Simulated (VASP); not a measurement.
# Ti (Im-3m) in VASP: notebook

Ti is run at these levels: PBE; tasks: single point.

Program: VASP 6.6.1. These are calculated values, not measurements. Logs are shortened: lines on timing, memory, paths and dates and some standing lists are left out, and cuts for length are marked.

## 1. The cell of the first run

The structure is cubic, space group Im-3m (No. 229). The conventional cell has a = 3.102 Å, b = 3.102 Å, c = 3.102 Å, α = 90.00°, β = 90.00°, γ = 90.00°. Within 3.5 Å of Ti (site symmetry m-3m) lie 14 Ti at 2.69 to 3.10 Å.

This isn't the form of Ti at room conditions, which is hcp.

## 2. Single point, PBE, collinear spin (14.92 Å³/atom)

The input, INCAR:

```
PREC = Accurate
ENCUT = 520
EDIFF = 1E-6
ISMEAR = 0
SIGMA = 0.15
LREAL = False
LASPH = True
NELM = 150
ALGO = Normal
ISIF = 2
LWAVE = False
LCHARG = False
ISPIN = 2
MAGMOM = 0.5
LORBIT = 11
NUPDOWN = 0.5
LMAXMIX = 4
GGA = PE
NBANDS = 16
```

The input, KPOINTS:

```
Automatic mesh
0
Gamma
  22 22 22
```

The input, POSCAR:

```
Ti
1.0
   -1.5509532811      1.5509532811      1.5509532811
    1.5509532811     -1.5509532811      1.5509532811
    1.5509532811      1.5509532811     -1.5509532811
Ti
1
Direct
    0.0000000000      0.0000000000      0.0000000000
```

Potentials or basis: VASP PAW PBE potentials, release 64 (Ti_sv).

On the command line:

```sh
> cat potpaw_PBE.64/Ti_sv/POTCAR > POTCAR
> mpirun -np 1 vasp_std > vasp.out
```

OUTCAR:

```text
PREC = Accurate
   ENCUT = 520
   EDIFF = 1E-6
   ISMEAR = 0
   LREAL = False
   LASPH = True
   NELM = 150
   ISIF = 2
   ISPIN = 2
   LORBIT = 11
   NUPDOWN = 0.5
   GGA = PE

 ion  position               nearest neighbor table
   1  0.000  0.000  0.000-

  LATTYP: Found a body centered cubic cell.
 ALAT       =     3.1019065622

  Lattice vectors:

 A1 = (  -1.5509532811,   1.5509532811,   1.5509532811)
 A2 = (   1.5509532811,  -1.5509532811,   1.5509532811)
 A3 = (   1.5509532811,   1.5509532811,  -1.5509532811)

Analysis of symmetry for initial positions (statically):
=====================================================================
 Subroutine PRICEL returns:
 Original cell was already a primitive cell.

 Routine SETGRP: Setting up the symmetry group for a
 body centered cubic supercell.

 Subroutine GETGRP returns: Found 48 space group operations
 (whereof 48 operations were pure point group operations)
 out of a pool of 48 trial point group operations.

The static configuration has the point symmetry O_h .

Analysis of symmetry for dynamics (positions and initial velocities):
=====================================================================
 Subroutine PRICEL returns:
 Original cell was already a primitive cell.

 Routine SETGRP: Setting up the symmetry group for a
 body centered cubic supercell.

 Subroutine GETGRP returns: Found 48 space group operations
 (whereof 48 operations were pure point group operations)
 out of a pool of 48 trial point group operations.

The dynamic configuration has the point symmetry O_h .

Analysis of structural, dynamic, and magnetic symmetry:
=====================================================================
 Subroutine PRICEL returns:
 Original cell was already a primitive cell.

 Routine SETGRP: Setting up the symmetry group for a
 body centered cubic supercell.

 Subroutine GETGRP returns: Found 48 space group operations
 (whereof 48 operations were pure point group operations)
 out of a pool of 48 trial point group operations.

The overall configuration has the point symmetry O_h .

 Subroutine INISYM returns: Found 48 space group operations
 (whereof 48 operations are pure point group operations),
 and found     1 'primitive' translations

----------------------------------------------------------------------------------------

                                     Primitive cell

  volume of cell :      14.9230

  direct lattice vectors                    reciprocal lattice vectors
    -1.550953281  1.550953281  1.550953281     0.000000000  0.322382374  0.322382374
     1.550953281 -1.550953281  1.550953281     0.322382374  0.000000000  0.322382374
     1.550953281  1.550953281 -1.550953281     0.322382374  0.322382374  0.000000000

  length of vectors
     2.686329883  2.686329883  2.686329883     0.455917525  0.455917525  0.455917525

  position of ions in fractional coordinates (direct lattice)
     0.000000000  0.000000000  0.000000000

  ion indices of the primitive-cell ions
   primitive index   ion index
                 1           1

----------------------------------------------------------------------------------------

 KPOINTS: Automatic mesh

Automatic generation of k-mesh.
 Grid dimensions read from file:
 generate k-points for:   22   22   22

 Generating k-lattice:

  Cartesian coordinates                     Fractional coordinates (reciprocal lattice)
     0.000000000  0.014653744  0.014653744     0.045454545  0.000000000  0.000000000
     0.014653744  0.000000000  0.014653744     0.000000000  0.045454545  0.000000000
     0.014653744  0.014653744  0.000000000     0.000000000  0.000000000  0.045454545

  Length of vectors
     0.020723524  0.020723524  0.020723524

  Shift w.r.t. Gamma in fractional coordinates (k-lattice)
     0.000000000  0.000000000  0.000000000

 Subroutine IBZKPT returns following result:
 ===========================================

 Found    328 irreducible k-points:

 Following reciprocal coordinates:
            Coordinates               Weight
  0.000000  0.000000  0.000000      1.000000
  0.045455  0.000000  0.000000     12.000000
  0.090909  0.000000  0.000000     12.000000
  0.136364  0.000000  0.000000     12.000000
  0.181818  0.000000  0.000000     12.000000
  0.227273  0.000000  0.000000     12.000000
[... 16 lines left out ...]
  0.090909  0.090909  0.000000     24.000000
  0.136364  0.090909 -0.000000     48.000000
 [... further k-points ...]
   k-points           NKPTS =    328   k-points in BZ     NKDIM =    328   number of bands    NBANDS=     16
   number of dos      NEDOS =    301   number of ions     NIONS =      1
   total plane-waves  NPLWV =   8000
   dimension x,y,z NGX =    20 NGY =   20 NGZ =   20
   dimension x,y,z NGXF=    40 NGYF=   40 NGZF=   40
   ions per type =               1
   NGX,Y,Z   is equivalent  to a cutoff of  12.38, 12.38, 12.38 a.u.
   NGXF,Y,Z  is equivalent  to a cutoff of  24.75, 24.75, 24.75 a.u.
 SYSTEM =  unknown system
   PREC   = accura    normal or accurate (medium, high low for compatibility)
   ISTART =      0    job   : 0-new  1-cont  2-samecut
   ICHARG =      2    charge: 1-file 2-atom 10-const
   ISPIN  =      2    spin polarized calculation?
   LNONCOLLINEAR =      F non collinear calculations
   LSORBIT =      F    spin-orbit coupling
   LASPH  =      T    aspherical Exc in radial PAW
   ENCUT  =  520.0 eV  38.22 Ry    6.18 a.u.   4.99  4.99  4.99*2*pi/ulx,y,z
   NELM   =    150;   NELMIN=  2; NELMDL= -5     # of ELM steps
   EDIFF  = 0.1E-05   stopping-criterion for ELM
   LREAL  =      F    real-space projection
   EDIFFG = 0.1E-04   stopping-criterion for IOM
   NSW    =      0    number of steps for IOM
   IBRION =     -1    ionic relax: 0-MD 1-quasi-New 2-CG
   NFREE  =      0    steps in history (QN), initial steepest desc. (CG)
   ISIF   =      2    stress and relaxation
   ISYM   =      2    0-nonsym 1-usesym 2-fastsym
   POTIM  = 0.5000    time-step for ionic-motion
   TEBEG  =    0.0;   TEEND  =   0.0 temperature during run
   PSTRESS=    0.0 pullay stress
   NELECT =      12.0000    total number of electrons
   NUPDOWN=       0.5000    fix difference up-down
   EMIN   =  10.00;   EMAX   =-10.00  energy-range for DOS
   EFERMI =   0.00;   METHOD = LEGACY
   ISMEAR =     0;   SIGMA  =   0.15  broadening in eV -4-tet -1-fermi 0-gaus
   EFERMI_NEDOS =   21; number of points for ismear=-14 and -15
   IALGO  =     38    algorithm
   IMIX   =      4    mixing-type and parameters
     AMIX     =   0.40;   BMIX     =  1.00
     AMIX_MAG =   1.60;   BMIX_MAG =  1.00
  volume/ion in A,a.u.               =      14.92       100.71
  Fermi-wavevector in a.u.,A,eV,Ry     =   1.522357  2.876838 31.532469  2.317571
  Thomas-Fermi vector in A             =   2.630947
   LORBIT       =     11    0 simple, 1 ext, 2 COOP (PROOUT), +10 PAW based schemes
   GGA     = PE    functional components
   LHFCALC =     F    Hartree Fock is set to
   AEXX    =    0.0000 exact exchange contribution
   IVDW    =     0    specifies the selected vdW correction
   LEPSILON=     F    determine dielectric tensor
   LRPA    =     F    only Hartree local field effects (RPA)
 spin polarized calculation
 Gauss-broadening in eV      SIGMA  =   0.15
  energy-cutoff  :      520.00
  volume of cell :       14.92
 maximum number of plane-waves:       420
   NGX =  9   NGY =  9   NGZ =  9

 number of electron      11.9999997 magnetization       0.5000000

 Free energy of the ion-electron system (eV)
  ---------------------------------------------------
  ext. energy  EPLUGINS =         0.00000000
  ---------------------------------------------------
  free energy    TOTEN  =        -7.59412690 eV

  energy without entropy =       -7.57171566  energy(sigma->0) =       -7.58292128

 E-fermi :   9.6906     XC(G=0): -12.2202

 val. band max:        9.8256383386   @ k =  -0.3182   0.3182   0.0909
 cond. band min:       9.6911619290   @ k =  -0.3636   0.4545   0.0909
 fundamental gap:     -0.1344764096
 Fermi energy:         9.8306629143

 spin component 1

 k-point     1 :       0.0000    0.0000    0.0000
  band No.  band energies     occupation
      1     -46.6455      1.00000
      2     -22.2726      1.00000
      3     -22.2726      1.00000
      4     -22.2726      1.00000
      5       3.3249      1.00000
      6      10.6719      0.00000
[... 8 lines left out ...]
     15      35.3379      0.00000
     16      39.9443      0.00000

 k-point     2 :       0.0455    0.0000    0.0000
  band No.  band energies     occupation
      1     -46.6407      1.00000
      2     -22.2960      1.00000
      3     -22.2795      1.00000
      4     -22.2728      1.00000
      5       3.4075      1.00000
      6      10.6309      0.00000
[... 8 lines left out ...]
     15      35.4506      0.00000
     16      38.8956      0.00000
[... 387 lines left out ...]
      5       4.2642      1.00000
      6      10.2966      0.00001
[... 8 lines left out ...]
     15      34.5915      0.00000
     16      36.7418      0.00000

 k-point    24 :       0.1364    0.0909   -0.0000
  band No.  band energies     occupation
      1     -46.5648      1.00000
      2     -22.6517      1.00000
      3     -22.3686      1.00000
      4     -22.3022      1.00000
      5       4.7592      1.00000
      6      10.0925      0.00677
[... 8 lines left out ...]
     15      33.8561      0.00000
     16      36.9424      0.00000

 [... further k-points ...]

 spin component 2

 k-point     1 :       0.0000    0.0000    0.0000
  band No.  band energies     occupation
      1     -46.3362      1.00000
      2     -21.9659      1.00000
      3     -21.9659      1.00000
      4     -21.9659      1.00000
      5       3.7269      1.00000
      6      11.0944      0.00000
[... 8 lines left out ...]
     15      35.6141      0.00000
     16      40.4564      0.00000

 k-point     2 :       0.0455    0.0000    0.0000
  band No.  band energies     occupation
      1     -46.3314      1.00000
      2     -21.9891      1.00000
      3     -21.9727      1.00000
      4     -21.9661      1.00000
      5       3.8094      1.00000
      6      11.0535      0.00000
[... 8 lines left out ...]
     15      35.7325      0.00000
     16      39.3374      0.00000
[... 387 lines left out ...]
      5       4.6651      1.00000
      6      10.7176      0.00000
[... 8 lines left out ...]
     15      35.0228      0.00000
     16      37.0871      0.00000

 k-point    24 :       0.1364    0.0909   -0.0000
  band No.  band energies     occupation
      1     -46.2560      1.00000
      2     -22.3415      1.00000
      3     -22.0609      1.00000
      4     -21.9954      1.00000
      5       5.1596      1.00000
      6      10.5121      0.00000
[... 8 lines left out ...]
     15      34.1919      0.00000
     16      37.3636      0.00000

 [... further k-points ...]

------------------------ aborting loop because EDIFF is reached ----------------------------------------

  FORCE on cell =-STRESS in cart. coord.  units (eV):
  Direction    XX          YY          ZZ          XY          YZ          ZX
  --------------------------------------------------------------------------------------
  -------------------------------------------------------------------------------------
  Total        1.8741076      1.8741076      1.8741076      0.0000000     -0.0000000      0.0000000
  in kB      201.2097209    201.2097209    201.2097209      0.0000000     -0.0000000      0.0000000
  external PRESSURE =     201.2097209 kB  Pullay stress =       0.0000000 kB

 VOLUME and BASIS-vectors are now :
 -----------------------------------------------------------------------------
  energy-cutoff  :      520.00
  volume of cell :       14.92
      direct lattice vectors                 reciprocal lattice vectors
    -1.550953281  1.550953281  1.550953281     0.000000000  0.322382374  0.322382374
     1.550953281 -1.550953281  1.550953281     0.322382374  0.000000000  0.322382374
     1.550953281  1.550953281 -1.550953281     0.322382374  0.322382374  0.000000000

 POSITION                                       TOTAL-FORCE (eV/Angst)
 -----------------------------------------------------------------------------------
      0.00000      0.00000      0.00000         0.000000      0.000000      0.000000
 -----------------------------------------------------------------------------------
    total drift:                                0.000000      0.000000      0.000000

  FREE ENERGIE OF THE ION-ELECTRON SYSTEM (eV)
  ---------------------------------------------------
  free  energy   TOTEN  =        -7.5941269042 eV

  energy  without entropy=       -7.5717156629  energy(sigma->0) =       -7.58292128

 total charge

# of ion       s       p       d       tot
------------------------------------------
    1        2.276   6.137   2.056  10.469

 magnetization (x)

# of ion       s       p       d       tot
------------------------------------------
    1        0.004   0.037   0.323   0.363
```

Run time: 50 s. Hardware: 1 thread of Intel Xeon 6975P-C (Granite Rapids), shared host; peak memory 0.22 GiB.

What came out:

```yaml
Free_energy: -7.5941 eV
Pressure: 20.1 GPa
Net_moment: 0.50 μB per cell
Site_moments: Ti +0.36 μB
Valence_electrons_inside_the_program's_atomic_spheres: Ti 10.47
```

Caveat: the cell stands under pressure; the total moment is fixed, so each spin has its own Fermi level and the state may be an excited one.

## 3. Single point, PBE, collinear spin (14.92 Å³/atom)

Edit INCAR of step 2 so:

```diff
@@ -8,3 +8,3 @@
 NELM = 150
-ALGO = Normal
+ALGO = Fast
 ISIF = 2
@@ -13,5 +13,5 @@
 ISPIN = 2
-MAGMOM = 0.5
+MAGMOM = 0.9
 LORBIT = 11
-NUPDOWN = 0.5
+NUPDOWN = 0.9
 LMAXMIX = 4
```

The input, KPOINTS:

```
regular mesh
0
Gamma
  22 22 22
```

POSCAR is that of step 2.

Potentials or basis: VASP PAW PBE potentials, release 64 (Ti_sv).

On the command line:

```sh
> cat potpaw_PBE.64/Ti_sv/POTCAR > POTCAR
> mpirun -np 1 vasp_std > vasp.out
```

Wall time 66 s (1 thread of Intel Xeon 6975P-C (Granite Rapids), shared host); peak memory 0.22 GiB.

It converged, with:

- Free energy: -7.5571 eV
- Pressure: 22.1 GPa
- Net moment: 0.90 μB per cell
- Site moments: Ti +0.66 μB
- Valence electrons inside the program's atomic spheres: Ti 10.47

Caveat: the cell stands under pressure; the total moment is fixed, so each spin has its own Fermi level and the state may be an excited one.
